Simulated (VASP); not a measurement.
# ZnF2 (P4_2/mnm) in VASP: further runs

ZnF2 is run at these levels: PBE; tasks: single point.

All numbers are computed with VASP 6.6.1; they aren't measurements. Logs are shortened: lines on timing, memory, paths and dates and some standing lists are left out, and cuts for length are marked.

**1. The cell of the first run**

Symmetry: P4_2/mnm, No. 136, tetragonal system. Conventional cell: a = 4.719 Å, b = 4.719 Å, c = 3.143 Å, α = 90.00°, β = 90.00°, γ = 90.00°. Within 2.7 Å of Zn (site symmetry mmm) lie 6 F at 2.02 to 2.05 Å. F (site symmetry m2m) has 3 Zn at 2.02 to 2.05 Å and 1 F at 2.64 Å within 2.7 Å.

**2. Single point, PBE**

Contents of INCAR:

```
  PREC = Accurate
  ENCUT = 600
  EDIFF = 1E-6
  ISMEAR = -1
  SIGMA = 0.1
  LREAL = F
  LASPH = T
  NELM = 120
  ALGO = Normal
  ISIF = 2
  LWAVE = F
  LCHARG = F
  GGA = PE
  NBANDS = 35
  GGA_COMPAT = F
```

Contents of KPOINTS:

```
regular mesh
0
Gamma
  4 4 6
```

Contents of POSCAR:

```
ZnF2
1.0
    4.7186350000      0.0000000000      0.0000000000
    0.0000000000      4.7186350000      0.0000000000
    0.0000000000      0.0000000000      3.1430150000
Zn F
2 4
Direct
    0.0000000000      0.0000000000      0.0000000000
    0.5000000000      0.5000000000      0.5000000000
    0.3024000000      0.3024000000      0.0000000000
    0.1976000000      0.8024000000      0.5000000000
    0.6976000000      0.6976000000      0.0000000000
    0.8024000000      0.1976000000      0.5000000000
```

Potentials or basis: VASP PAW PBE potentials, release 64 (Zn, F).

Launch:

```console
$ cat potpaw_PBE.64/Zn/POTCAR potpaw_PBE.64/F/POTCAR > POTCAR
$ mpirun -np 1 vasp_std > vasp.out
```

OUTCAR:

```text
PREC = Accurate
   ENCUT = 600
   EDIFF = 1E-6
   ISMEAR = -1
   LREAL = F
   LASPH = T
   NELM = 120
   ISIF = 2
   GGA = PE

 ion  position               nearest neighbor table
   1  0.000  0.000  0.000-   3 2.02   5 2.02   4 2.05   6 2.05   4 2.05   6 2.05
   2  0.500  0.500  0.500-   4 2.02   6 2.02   5 2.05   3 2.05   3 2.05   5 2.05
   3  0.302  0.302  0.000-   1 2.02   2 2.05   2 2.05
   4  0.198  0.802  0.500-   2 2.02   1 2.05   1 2.05
   5  0.698  0.698  0.000-   1 2.02   2 2.05   2 2.05
   6  0.802  0.198  0.500-   2 2.02   1 2.05   1 2.05

  LATTYP: Found a simple tetragonal cell.
 ALAT       =     4.7186350000
 C/A-ratio  =     0.6660856371

  Lattice vectors:

 A1 = (   4.7186350000,   0.0000000000,   0.0000000000)
 A2 = (   0.0000000000,   4.7186350000,   0.0000000000)
 A3 = (   0.0000000000,   0.0000000000,   3.1430150000)

Analysis of symmetry for initial positions (statically):
=====================================================================
 Subroutine PRICEL returns:
 Original cell was already a primitive cell.

 Routine SETGRP: Setting up the symmetry group for a
 simple tetragonal supercell.

 Subroutine GETGRP returns: Found 16 space group operations
 (whereof  8 operations were pure point group operations)
 out of a pool of 16 trial point group operations.

The static configuration has the point symmetry D_2h.
 The point group associated with its full space group is D_4h.

Analysis of symmetry for dynamics (positions and initial velocities):
=====================================================================
 Subroutine PRICEL returns:
 Original cell was already a primitive cell.

 Routine SETGRP: Setting up the symmetry group for a
 simple tetragonal supercell.

 Subroutine GETGRP returns: Found 16 space group operations
 (whereof  8 operations were pure point group operations)
 out of a pool of 16 trial point group operations.

The dynamic configuration has the point symmetry D_2h.
 The point group associated with its full space group is D_4h.

 Subroutine INISYM returns: Found 16 space group operations
 (whereof  8 operations are pure point group operations),
 and found     1 'primitive' translations

----------------------------------------------------------------------------------------

                                     Primitive cell

  volume of cell :      69.9809

  direct lattice vectors                    reciprocal lattice vectors
     4.718635000  0.000000000  0.000000000     0.211925695  0.000000000  0.000000000
     0.000000000  4.718635000  0.000000000     0.000000000  0.211925695  0.000000000
     0.000000000  0.000000000  3.143015000     0.000000000  0.000000000  0.318165838

  length of vectors
     4.718635000  4.718635000  3.143015000     0.211925695  0.211925695  0.318165838

  position of ions in fractional coordinates (direct lattice)
     0.000000000  0.000000000  0.000000000
     0.500000000  0.500000000  0.500000000
     0.302400000  0.302400000  0.000000000
     0.197600000  0.802400000  0.500000000
     0.697600000  0.697600000  0.000000000
     0.802400000  0.197600000  0.500000000

  ion indices of the primitive-cell ions
   primitive index   ion index
                 1           1
                 2           2
                 3           3
                 4           4
                 5           5
                 6           6

----------------------------------------------------------------------------------------

 KPOINTS: regular mesh

Automatic generation of k-mesh.
 Grid dimensions read from file:
 generate k-points for:    4    4    6

 Generating k-lattice:

  Cartesian coordinates                     Fractional coordinates (reciprocal lattice)
     0.052981424  0.000000000  0.000000000     0.250000000  0.000000000  0.000000000
     0.000000000  0.052981424  0.000000000     0.000000000  0.250000000  0.000000000
     0.000000000  0.000000000  0.053027640     0.000000000  0.000000000  0.166666667

  Length of vectors
     0.052981424  0.052981424  0.053027640

  Shift w.r.t. Gamma in fractional coordinates (k-lattice)
     0.000000000  0.000000000  0.000000000

 Subroutine IBZKPT returns following result:
 ===========================================

 Found     24 irreducible k-points:

 Following reciprocal coordinates:
            Coordinates               Weight
  0.000000  0.000000  0.000000      1.000000
  0.250000  0.000000  0.000000      4.000000
  0.500000  0.000000  0.000000      2.000000
  0.250000  0.250000  0.000000      4.000000
  0.500000  0.250000  0.000000      4.000000
  0.500000  0.500000  0.000000      1.000000
[... 16 lines left out ...]
  0.500000  0.250000  0.500000      4.000000
  0.500000  0.500000  0.500000      1.000000
   k-points           NKPTS =     24   k-points in BZ     NKDIM =     24   number of bands    NBANDS=     35
   number of dos      NEDOS =    301   number of ions     NIONS =      6
   total plane-waves  NPLWV =  44800
   dimension x,y,z NGX =    40 NGY =   40 NGZ =   28
   dimension x,y,z NGXF=    80 NGYF=   80 NGZF=   56
   ions per type =               2   4
   NGX,Y,Z   is equivalent  to a cutoff of  14.09, 14.09, 14.81 a.u.
   NGXF,Y,Z  is equivalent  to a cutoff of  28.19, 28.19, 29.62 a.u.
 SYSTEM =  unknown system
   PREC   = accura    normal or accurate (medium, high low for compatibility)
   ISTART =      0    job   : 0-new  1-cont  2-samecut
   ICHARG =      2    charge: 1-file 2-atom 10-const
   ISPIN  =      1    spin polarized calculation?
   LNONCOLLINEAR =      F non collinear calculations
   LSORBIT =      F    spin-orbit coupling
   LASPH  =      T    aspherical Exc in radial PAW
   ENCUT  =  600.0 eV  44.10 Ry    6.64 a.u.   9.42  9.42  6.28*2*pi/ulx,y,z
   NELM   =    120;   NELMIN=  2; NELMDL= -5     # of ELM steps
   EDIFF  = 0.1E-05   stopping-criterion for ELM
   LREAL  =      F    real-space projection
[... 7 lines left out ...]
   TEBEG  =    0.0;   TEEND  =   0.0 temperature during run
   PSTRESS=    0.0 pullay stress
   NELECT =      52.0000    total number of electrons
   NUPDOWN=      -1.0000    fix difference up-down
   EMIN   =  10.00;   EMAX   =-10.00  energy-range for DOS
   EFERMI =   0.00;   METHOD = LEGACY
   ISMEAR =    -1;   SIGMA  =   0.10  broadening in eV -4-tet -1-fermi 0-gaus
   EFERMI_NEDOS =   21; number of points for ismear=-14 and -15
   IALGO  =     38    algorithm
   IMIX   =      4    mixing-type and parameters
     AMIX     =   0.40;   BMIX     =  1.00
     AMIX_MAG =   1.60;   BMIX_MAG =  1.00
  volume/ion in A,a.u.               =      11.66        78.71
  Fermi-wavevector in a.u.,A,eV,Ry     =   1.482801  2.802088 29.915113  2.198699
  Thomas-Fermi vector in A             =   2.596542
   LORBIT       =      0    0 simple, 1 ext, 2 COOP (PROOUT), +10 PAW based schemes
   GGA     = PE    functional components
   LHFCALC =     F    Hartree Fock is set to
   AEXX    =    0.0000 exact exchange contribution
   IVDW    =     0    specifies the selected vdW correction
   LEPSILON=     F    determine dielectric tensor
   LRPA    =     F    only Hartree local field effects (RPA)
 non-spin polarized calculation
  energy-cutoff  :      600.00
  volume of cell :       69.98
 maximum number of plane-waves:      2356
 NGX is ok and might be reduce to    40
   NGX = 19   NGY = 19   NGZ = 13

 number of electron      52.0000013 magnetization

 Free energy of the ion-electron system (eV)
  ---------------------------------------------------
  ext. energy  EPLUGINS =         0.00000000
  ---------------------------------------------------
  free energy    TOTEN  =       -23.18997857 eV

  energy without entropy =      -23.18997856  energy(sigma->0) =      -23.18997857

 E-fermi :   0.6650     XC(G=0): -10.2305

 val. band max:       -1.2023091778   @ k =   0.0000   0.0000   0.0000
 cond. band min:       2.2592417710   @ k =   0.0000   0.0000   0.0000
 fundamental gap:      3.4615509487
 Fermi energy:         0.6649905362

 k-point     1 :       0.0000    0.0000    0.0000
  band No.  band energies     occupation
      1     -23.0295      2.00000
      2     -22.2769      2.00000
      3     -22.2769      2.00000
      4     -22.2325      2.00000
      5      -7.3880      2.00000
      6      -6.5149      2.00000
[... 27 lines left out ...]
     34      13.7994      0.00000
     35      13.7994      0.00000

 k-point     2 :       0.2500    0.0000    0.0000
  band No.  band energies     occupation
      1     -22.9376      2.00000
      2     -22.4384      2.00000
      3     -22.2576      2.00000
      4     -22.1937      2.00000
      5      -7.0954      2.00000
      6      -6.4219      2.00000
[... 27 lines left out ...]
     34      14.4693      0.00000
     35      14.7682      0.00000

 k-point     3 :       0.5000    0.0000    0.0000
  band No.  band energies     occupation
      1     -22.7038      2.00000
      2     -22.7038      2.00000
      3     -22.2156      2.00000
      4     -22.2156      2.00000
      5      -6.4808      2.00000
      6      -6.4808      2.00000
[... 27 lines left out ...]
     34      14.4278      0.00000
     35      15.3493      0.00000
[... 723 lines left out ...]
 k-point    23 :       0.5000    0.2500    0.5000
  band No.  band energies     occupation
      1     -22.4317      2.00000
      2     -22.4317      2.00000
      3     -22.2754      2.00000
      4     -22.2754      2.00000
      5      -6.5043      2.00000
      6      -6.5043      2.00000
[... 27 lines left out ...]
     34      12.2756      0.00000
     35      14.9319      0.00000

 k-point    24 :       0.5000    0.5000    0.5000
  band No.  band energies     occupation
      1     -22.4379      2.00000
      2     -22.4379      2.00000
      3     -22.2664      2.00000
      4     -22.2664      2.00000
      5      -6.6542      2.00000
      6      -6.6542      2.00000
[... 27 lines left out ...]
     34      11.4381      0.00000
     35      15.8759      0.00000

------------------------ aborting loop because EDIFF is reached ----------------------------------------

  FORCE on cell =-STRESS in cart. coord.  units (eV):
  Direction    XX          YY          ZZ          XY          YZ          ZX
  --------------------------------------------------------------------------------------
  -------------------------------------------------------------------------------------
  Total        2.2678210      2.2678210      2.5235713      0.0000000      0.0000000      0.0000000
  in kB       51.9206520     51.9206520     57.7759299      0.0000000      0.0000000      0.0000000
  external PRESSURE =      53.8724113 kB  Pullay stress =       0.0000000 kB

 VOLUME and BASIS-vectors are now :
 -----------------------------------------------------------------------------
  energy-cutoff  :      600.00
  volume of cell :       69.98
      direct lattice vectors                 reciprocal lattice vectors
     4.718635000  0.000000000  0.000000000     0.211925695  0.000000000  0.000000000
     0.000000000  4.718635000  0.000000000     0.000000000  0.211925695  0.000000000
     0.000000000  0.000000000  3.143015000     0.000000000  0.000000000  0.318165838

 POSITION                                       TOTAL-FORCE (eV/Angst)
 -----------------------------------------------------------------------------------
      0.00000      0.00000      0.00000         0.000000      0.000000      0.000000
      2.35932      2.35932      1.57151         0.000000      0.000000      0.000000
      1.42692      1.42692      0.00000         0.017205      0.017205      0.000000
      0.93240      3.78623      1.57151        -0.017205      0.017205      0.000000
      3.29172      3.29172      0.00000        -0.017205     -0.017205      0.000000
      3.78623      0.93240      1.57151         0.017205     -0.017205      0.000000
 -----------------------------------------------------------------------------------
    total drift:                               -0.000000      0.000000     -0.000000

  FREE ENERGIE OF THE ION-ELECTRON SYSTEM (eV)
  ---------------------------------------------------
  free  energy   TOTEN  =       -23.1899785731 eV

  energy  without entropy=      -23.1899785636  energy(sigma->0) =      -23.18997857
```

It took 47 s on 1 thread of Intel Xeon Platinum 8375C at 2.90GHz (Ice Lake), shared host; peak memory 0.22 GiB.

Results:

- Free energy: -23.1900 eV
- Pressure: 5.4 GPa
- Largest force: 0.024 eV/Å
- Band gap on the k mesh: 3.46 eV, direct

Forces in eV/Å, atoms in the order of the input:
```
Zn   0.000  0.000  0.000
Zn   0.000  0.000  0.000
F    0.017  0.017  0.000
F   -0.017  0.017  0.000
F   -0.017 -0.017  0.000
F    0.017 -0.017  0.000
```

Stress tensor (GPa, compression positive):
```
5.19 0.00 0.00
0.00 5.19 0.00
0.00 0.00 5.78
```

**3. Single point, PBE**

Contents of INCAR:

```
SYSTEM = ZnF2
ALGO = Normal ; EDIFF = 1E-6
ENCUT = 600 ; GGA = PE
GGA_COMPAT = .FALSE. ; ISIF = 2
ISMEAR = -1 ; LASPH = .TRUE.
LCHARG = .TRUE. ; LELF = .TRUE.
LREAL = .FALSE. ; LVHAR = .TRUE.
LWAVE = .FALSE. ; NBANDS = 35
NELM = 120 ; PREC = Accurate
SIGMA = 0.1
```

Contents of KPOINTS:

```
k-points
0
G
  4 4 6
  0 0 0
```

POSCAR is that of step 2.

Potentials or basis: VASP PAW PBE potentials, release 64 (Zn, F).

Launch:

```console
$ cat potpaw_PBE.64/Zn/POTCAR potpaw_PBE.64/F/POTCAR > POTCAR
$ mpirun -np 1 vasp_std > vasp.out
```

Wall time 44 s (1 thread of Intel Xeon Platinum 8375C at 2.90GHz (Ice Lake), shared host); peak memory 0.22 GiB.

It converged, with:

| Quantity | Value |
| --- | --- |
| Free energy | -23.1900 eV |
| Pressure | 5.4 GPa |
| Largest force | 0.024 eV/Å |
| Band gap on the k mesh | 3.46 eV, direct |

Forces on the atoms (eV/Å):
```
Zn   0.000  0.000  0.000
Zn   0.000  0.000  0.000
F    0.017  0.017  0.000
F   -0.017  0.017  0.000
F   -0.017 -0.017  0.000
F    0.017 -0.017  0.000
```

Stress tensor (GPa, compression positive):
```
5.19 0.00 0.00
0.00 5.19 0.00
0.00 0.00 5.78
```

Levels at points of the mesh, in eV from the valence-band top:
```tsv
k point	band 24	band 25	band 26	band 27	band 28	band 29
(0.00, 0.00, 0.00)	-0.37	-0.37	0.00	3.46	9.29	9.64
(0.50, 0.00, 0.00)	-0.64	-0.46	-0.46	6.07	6.07	10.56
(0.50, 0.50, 0.00)	-1.24	-0.39	-0.39	6.98	6.98	9.18
(0.00, 0.00, 0.50)	-1.29	-1.26	-1.26	8.20	8.20	11.85
(0.50, 0.00, 0.50)	-1.32	-0.07	-0.07	8.70	8.70	10.32
(0.50, 0.50, 0.50)	-1.26	-0.78	-0.78	8.02	8.02	11.52
```

A hybrid or GW would open this gap; PBE tends to underestimate it.
